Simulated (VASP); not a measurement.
# CdSe (P6_3mc) in VASP: notebook

CdSe is run at these levels: r2SCAN; tasks: single point.

Everything below comes from runs of VASP 6.6.1. Logs are shortened: lines on timing, memory, paths and dates and some standing lists are left out, and cuts for length are marked.

## (1) The cell of the first run

Symmetry: P6_3mc, No. 186, hexagonal system. The conventional cell has a = 4.253 Å, b = 4.253 Å, c = 7.206 Å, α = 90.00°, β = 90.00°, γ = 120.00°. Within 3.5 Å of Cd (site symmetry 3m) lie 4 Se at 2.63 to 2.65 Å. Within 3.5 Å of Se (site symmetry 3m) lie 4 Cd at 2.63 to 2.65 Å.

## (2) Single point, r2SCAN (film at in-plane strain -0.02)

File POSCAR:

```
CdSe
1.0
    4.2532411902      0.0000000000      0.0000000000
   -2.1266205951      3.6834149191      0.0000000000
    0.0000000000      0.0000000000      7.2064384829
Cd Se
2 2
Direct
    0.3333333333      0.6666666667      0.0087848199
    0.6666666667      0.3333333333      0.5087848199
    0.3333333333      0.6666666667      0.3762151801
    0.6666666667      0.3333333333      0.8762151801
```

File INCAR.step1:

```
  PREC = Accurate
  ENCUT = 520
  ISMEAR = 0
  SIGMA = 0.01
  LREAL = False
  LASPH = True
  NELM = 60
  NBANDS = 26
  GGA = PE
  ALGO = Normal
  EDIFF = 1E-4
  LWAVE = True
  LCHARG = False
```

File INCAR.step2:

```
  PREC = Accurate
  ENCUT = 520
  EDIFF = 1E-7
  ISMEAR = 0
  SIGMA = 0.01
  LREAL = False
  LASPH = True
  NELM = 60
  ALGO = Normal
  ISIF = 2
  LWAVE = False
  LCHARG = False
  METAGGA = R2SCAN
  LMIXTAU = True
  NBANDS = 26
  ISTART = 1
```

File KPOINTS:

```
regular mesh
0
Gamma
  6 6 4
```

Potentials or basis: VASP PAW PBE potentials, release 64 (Cd, Se).

The run is started by

```
$ cat potpaw_PBE.64/Cd/POTCAR potpaw_PBE.64/Se/POTCAR > POTCAR
$ cp INCAR.step1 INCAR
$ mpirun -np 1 vasp_std > vasp.out
$ cp INCAR.step2 INCAR
$ mpirun -np 1 vasp_std > vasp.out
```

OUTCAR:

```text
PREC = Accurate
   ENCUT = 520
   EDIFF = 1E-7
   ISMEAR = 0
   LREAL = False
   LASPH = True
   NELM = 60
   ISIF = 2
   METAGGA = R2SCAN
   ISTART = 1

 ion  position               nearest neighbor table
   1  0.333  0.667  0.009-   4 2.63   4 2.63   4 2.63   3 2.65
   2  0.667  0.333  0.509-   3 2.63   3 2.63   3 2.63   4 2.65
   3  0.333  0.667  0.376-   2 2.63   2 2.63   2 2.63   1 2.65
   4  0.667  0.333  0.876-   1 2.63   1 2.63   1 2.63   2 2.65

  LATTYP: Found a hexagonal cell.
 ALAT       =     4.2532411902
 C/A-ratio  =     1.6943404243

  Lattice vectors:

 A1 = (   4.2532411902,   0.0000000000,   0.0000000000)
 A2 = (  -2.1266205951,   3.6834149191,   0.0000000000)
 A3 = (   0.0000000000,   0.0000000000,   7.2064384829)

Analysis of symmetry for initial positions (statically):
=====================================================================
 Subroutine PRICEL returns:
 Original cell was already a primitive cell.

 Routine SETGRP: Setting up the symmetry group for a
 hexagonal supercell.

 Subroutine GETGRP returns: Found 12 space group operations
 (whereof  6 operations were pure point group operations)
 out of a pool of 24 trial point group operations.

The static configuration has the point symmetry C_3v.
 The point group associated with its full space group is C_6v.

Analysis of symmetry for dynamics (positions and initial velocities):
=====================================================================
 Subroutine PRICEL returns:
 Original cell was already a primitive cell.

 Routine SETGRP: Setting up the symmetry group for a
 hexagonal supercell.

 Subroutine GETGRP returns: Found 12 space group operations
 (whereof  6 operations were pure point group operations)
 out of a pool of 24 trial point group operations.

The dynamic configuration has the point symmetry C_3v.
 The point group associated with its full space group is C_6v.

 Subroutine INISYM returns: Found 12 space group operations
 (whereof  6 operations are pure point group operations),
 and found     1 'primitive' translations

----------------------------------------------------------------------------------------

                                     Primitive cell

  volume of cell :     112.8993

  direct lattice vectors                    reciprocal lattice vectors
     4.253241190  0.000000000  0.000000000     0.235114811  0.135743600  0.000000000
    -2.126620595  3.683414919  0.000000000     0.000000000  0.271487199  0.000000000
     0.000000000  0.000000000  7.206438483     0.000000000  0.000000000  0.138764801

  length of vectors
     4.253241190  4.253241190  7.206438483     0.271487199  0.271487199  0.138764801

  position of ions in fractional coordinates (direct lattice)
     0.333333333  0.666666667  0.008784820
     0.666666667  0.333333333  0.508784820
     0.333333333  0.666666667  0.376215180
     0.666666667  0.333333333  0.876215180

  ion indices of the primitive-cell ions
   primitive index   ion index
                 1           1
                 2           2
                 3           3
                 4           4

----------------------------------------------------------------------------------------

 KPOINTS: regular mesh

Automatic generation of k-mesh.
 Grid dimensions read from file:
 generate k-points for:    6    6    4

 Generating k-lattice:

  Cartesian coordinates                     Fractional coordinates (reciprocal lattice)
     0.039185802  0.022623933  0.000000000     0.166666667  0.000000000  0.000000000
     0.000000000  0.045247867  0.000000000     0.000000000  0.166666667  0.000000000
     0.000000000  0.000000000  0.034691200     0.000000000  0.000000000  0.250000000

  Length of vectors
     0.045247867  0.045247867  0.034691200

  Shift w.r.t. Gamma in fractional coordinates (k-lattice)
     0.000000000  0.000000000  0.000000000

 Subroutine IBZKPT returns following result:
 ===========================================

 Found     21 irreducible k-points:

 Following reciprocal coordinates:
            Coordinates               Weight
  0.000000  0.000000  0.000000      1.000000
  0.166667  0.000000  0.000000      6.000000
  0.333333  0.000000  0.000000      6.000000
  0.500000  0.000000  0.000000      3.000000
  0.166667  0.166667  0.000000      6.000000
  0.333333  0.166667  0.000000     12.000000
[... 13 lines left out ...]
  0.333333  0.166667  0.500000     12.000000
  0.333333  0.333333  0.500000      2.000000
   k-points           NKPTS =     21   k-points in BZ     NKDIM =     21   number of bands    NBANDS=     26
   number of dos      NEDOS =    301   number of ions     NIONS =      4
   total plane-waves  NPLWV =  55296
   dimension x,y,z NGX =    32 NGY =   32 NGZ =   54
   dimension x,y,z NGXF=    64 NGYF=   64 NGZF=  108
   ions per type =               2   2
   NGX,Y,Z   is equivalent  to a cutoff of  12.51, 12.51, 12.46 a.u.
   NGXF,Y,Z  is equivalent  to a cutoff of  25.02, 25.02, 24.91 a.u.
 SYSTEM =  unknown system
   PREC   = accura    normal or accurate (medium, high low for compatibility)
   ISTART =      1    job   : 0-new  1-cont  2-samecut
   ICHARG =      0    charge: 1-file 2-atom 10-const
   ISPIN  =      1    spin polarized calculation?
   LNONCOLLINEAR =      F non collinear calculations
   LSORBIT =      F    spin-orbit coupling
   LASPH  =      T    aspherical Exc in radial PAW
   ENCUT  =  520.0 eV  38.22 Ry    6.18 a.u.   7.91  7.91 13.40*2*pi/ulx,y,z
   NELM   =     60;   NELMIN=  2; NELMDL=  0     # of ELM steps
   EDIFF  = 0.1E-06   stopping-criterion for ELM
   LREAL  =      F    real-space projection
   EDIFFG = 0.1E-05   stopping-criterion for IOM
   NSW    =      0    number of steps for IOM
   IBRION =     -1    ionic relax: 0-MD 1-quasi-New 2-CG
   NFREE  =      0    steps in history (QN), initial steepest desc. (CG)
   ISIF   =      2    stress and relaxation
   ISYM   =      2    0-nonsym 1-usesym 2-fastsym
   POTIM  = 0.5000    time-step for ionic-motion
   TEBEG  =    0.0;   TEEND  =   0.0 temperature during run
   PSTRESS=    0.0 pullay stress
   NELECT =      36.0000    total number of electrons
   NUPDOWN=      -1.0000    fix difference up-down
   EMIN   =  10.00;   EMAX   =-10.00  energy-range for DOS
   EFERMI =   0.00;   METHOD = LEGACY
   ISMEAR =     0;   SIGMA  =   0.01  broadening in eV -4-tet -1-fermi 0-gaus
   EFERMI_NEDOS =   21; number of points for ismear=-14 and -15
   IALGO  =     38    algorithm
   IMIX   =      4    mixing-type and parameters
     AMIX     =   0.40;   BMIX     =  1.00
     AMIX_MAG =   1.60;   BMIX_MAG =  1.00
  volume/ion in A,a.u.               =      28.22       190.47
  Fermi-wavevector in a.u.,A,eV,Ry     =   1.118438  2.113541 17.019574  1.250903
  Thomas-Fermi vector in A             =   2.255069
   LORBIT       =      0    0 simple, 1 ext, 2 COOP (PROOUT), +10 PAW based schemes
   METAGGA = R2SCAN    functional components
   LHFCALC =     F    Hartree Fock is set to
   AEXX    =    0.0000 exact exchange contribution
   IVDW    =     0    specifies the selected vdW correction
   LEPSILON=     F    determine dielectric tensor
   LRPA    =     F    only Hartree local field effects (RPA)
 non-spin polarized calculation
 Gauss-broadening in eV      SIGMA  =   0.01
  energy-cutoff  :      520.00
  volume of cell :      112.90
 maximum number of plane-waves:      3064
 NGX is ok and might be reduce to    32
   NGX = 15   NGY = 15   NGZ = 27

 number of electron      36.0000007 magnetization

 Free energy of the ion-electron system (eV)
  ---------------------------------------------------
  ext. energy  EPLUGINS =         0.00000000
  ---------------------------------------------------
  free energy    TOTEN  =       -71.80130307 eV

  energy without entropy =      -71.80130307  energy(sigma->0) =      -71.80130307

 E-fermi :   0.7961     XC(G=0):  -9.4076

 val. band max:        0.6807556719   @ k =   0.0000   0.0000   0.0000
 cond. band min:       1.7291233233   @ k =   0.0000   0.0000   0.0000
 fundamental gap:      1.0483676514
 Fermi energy:         0.7961137795

 k-point     1 :       0.0000    0.0000    0.0000
  band No.  band energies     occupation
      1     -12.3801      2.00000
      2     -12.0190      2.00000
      3      -7.5426      2.00000
      4      -7.5165      2.00000
      5      -7.5164      2.00000
      6      -7.4429      2.00000
[... 18 lines left out ...]
     25       8.3173      0.00000
     26       8.5277      0.00000

 k-point     2 :       0.1667    0.0000    0.0000
  band No.  band energies     occupation
      1     -12.2935      2.00000
      2     -11.9768      2.00000
      3      -7.5118      2.00000
      4      -7.4879      2.00000
      5      -7.4499      2.00000
      6      -7.4013      2.00000
[... 18 lines left out ...]
     25       8.2256      0.00000
     26       8.9536      0.00000

 k-point     3 :       0.3333    0.0000    0.0000
  band No.  band energies     occupation
      1     -12.1061      2.00000
      2     -11.9028      2.00000
      3      -7.4589      2.00000
      4      -7.4439      2.00000
      5      -7.3372      2.00000
      6      -7.3206      2.00000
[... 18 lines left out ...]
     25       8.7808      0.00000
     26       9.6222      0.00000

 k-point     4 :       0.5000    0.0000    0.0000
  band No.  band energies     occupation
      1     -11.9955      2.00000
      2     -11.8812      2.00000
      3      -7.4394      2.00000
      4      -7.4298      2.00000
      5      -7.2841      2.00000
      6      -7.2669      2.00000
[... 18 lines left out ...]
     25       8.9243      0.00000
     26      11.0321      0.00000

 k-point     5 :       0.1667    0.1667    0.0000
  band No.  band energies     occupation
      1     -12.1558      2.00000
      2     -11.9194      2.00000
      3      -7.4625      2.00000
      4      -7.4623      2.00000
      5      -7.3539      2.00000
      6      -7.3512      2.00000
[... 18 lines left out ...]
     25       8.8859      0.00000
     26       8.8915      0.00000

 k-point     6 :       0.3333    0.1667    0.0000
  band No.  band energies     occupation
      1     -11.9970      2.00000
      2     -11.8815      2.00000
      3      -7.4541      2.00000
      4      -7.4073      2.00000
      5      -7.2970      2.00000
      6      -7.2888      2.00000
[... 340 lines left out ...]
 k-point    18 :       0.5000    0.0000    0.5000
  band No.  band energies     occupation
      1     -11.9336      2.00000
      2     -11.9336      2.00000
      3      -7.4011      2.00000
      4      -7.4011      2.00000
      5      -7.3551      2.00000
      6      -7.3551      2.00000
[... 18 lines left out ...]
     25       9.0240      0.00000
     26       9.0240      0.00000

 k-point    19 :       0.1667    0.1667    0.5000
  band No.  band energies     occupation
      1     -12.0345      2.00000
      2     -12.0345      2.00000
      3      -7.4155      2.00000
      4      -7.4155      2.00000
      5      -7.3924      2.00000
      6      -7.3924      2.00000
[... 18 lines left out ...]
     25       8.6690      0.00000
     26       8.6690      0.00000

 k-point    20 :       0.3333    0.1667    0.5000
  band No.  band energies     occupation
      1     -11.9345      2.00000
      2     -11.9345      2.00000
      3      -7.3864      2.00000
      4      -7.3864      2.00000
      5      -7.3611      2.00000
      6      -7.3611      2.00000
[... 18 lines left out ...]
     25       9.2544      0.00000
     26       9.2544      0.00000

 k-point    21 :       0.3333    0.3333    0.5000
  band No.  band energies     occupation
      1     -11.9020      2.00000
      2     -11.9020      2.00000
      3      -7.3665      2.00000
      4      -7.3665      2.00000
      5      -7.3588      2.00000
      6      -7.3588      2.00000
[... 18 lines left out ...]
     25      10.0086      0.00000
     26      10.0086      0.00000

------------------------ aborting loop because EDIFF is reached ----------------------------------------

  FORCE on cell =-STRESS in cart. coord.  units (eV):
  Direction    XX          YY          ZZ          XY          YZ          ZX
  --------------------------------------------------------------------------------------
  -------------------------------------------------------------------------------------
  Total        1.4009103      1.4009103      0.1844706      0.0000000      0.0000000      0.0000000
  in kB       19.8806035     19.8806035      2.6178601      0.0000000      0.0000000      0.0000000
  external PRESSURE =      14.1263557 kB  Pullay stress =       0.0000000 kB

 VOLUME and BASIS-vectors are now :
 -----------------------------------------------------------------------------
  energy-cutoff  :      520.00
  volume of cell :      112.90
      direct lattice vectors                 reciprocal lattice vectors
     4.253241190  0.000000000  0.000000000     0.235114811  0.135743600  0.000000000
    -2.126620595  3.683414919  0.000000000     0.000000000  0.271487199  0.000000000
     0.000000000  0.000000000  7.206438483     0.000000000  0.000000000  0.138764801

 POSITION                                       TOTAL-FORCE (eV/Angst)
 -----------------------------------------------------------------------------------
     -0.00000      2.45561      0.06331        -0.000000     -0.000000      0.003610
      2.12662      1.22780      3.66653         0.000000      0.000000      0.003610
     -0.00000      2.45561      2.71117         0.000000      0.000000     -0.003610
      2.12662      1.22780      6.31439        -0.000000      0.000000     -0.003610
 -----------------------------------------------------------------------------------
    total drift:                               -0.000000      0.000000      0.003478

  FREE ENERGIE OF THE ION-ELECTRON SYSTEM (eV)
  ---------------------------------------------------
  free  energy   TOTEN  =       -71.8013030734 eV

  energy  without entropy=      -71.8013030734  energy(sigma->0) =      -71.80130307
```

Run time: 5.3 min. Hardware: 1 thread of Intel Xeon 8259CL, shared host; peak memory 0.27 GiB.

What came out:

* Free energy: -71.8013 eV
* Pressure: 1.4 GPa
* Largest force: 0.004 eV/Å
* Band gap on the k mesh: 1.05 eV

Forces on the atoms (eV/Å):
```
Cd   0.000  0.000  0.004
Cd   0.000  0.000  0.004
Se   0.000  0.000 -0.004
Se   0.000  0.000 -0.004
```

Levels at points of the mesh, in eV from the valence-band top:
```
           k point  band 14  band 15  band 16  band 17  band 18  band 19  band 20  band 21  band 22  band 23
(0.00, 0.00, 0.00)    -0.72    -0.72    -0.23     0.00     0.00     1.05     2.90     6.33     6.49     6.49
(0.50, 0.00, 0.00)    -3.69    -2.78    -1.82    -1.47    -0.76     3.55     3.83     4.86     6.30     6.81
(0.00, 0.00, 0.50)    -2.83    -0.38    -0.38    -0.38    -0.38     2.88     2.88     6.15     6.15     6.89
(0.50, 0.00, 0.50)    -4.25    -1.56    -1.56    -1.33    -1.33     3.18     3.18     5.24     5.24     8.07
```

Caveat: the cell differs from its parent crystal (film at in-plane strain -0.02); the PAW data sets were made with another functional, which shifts forces and pressure a little.

[end of part 1 of 2]
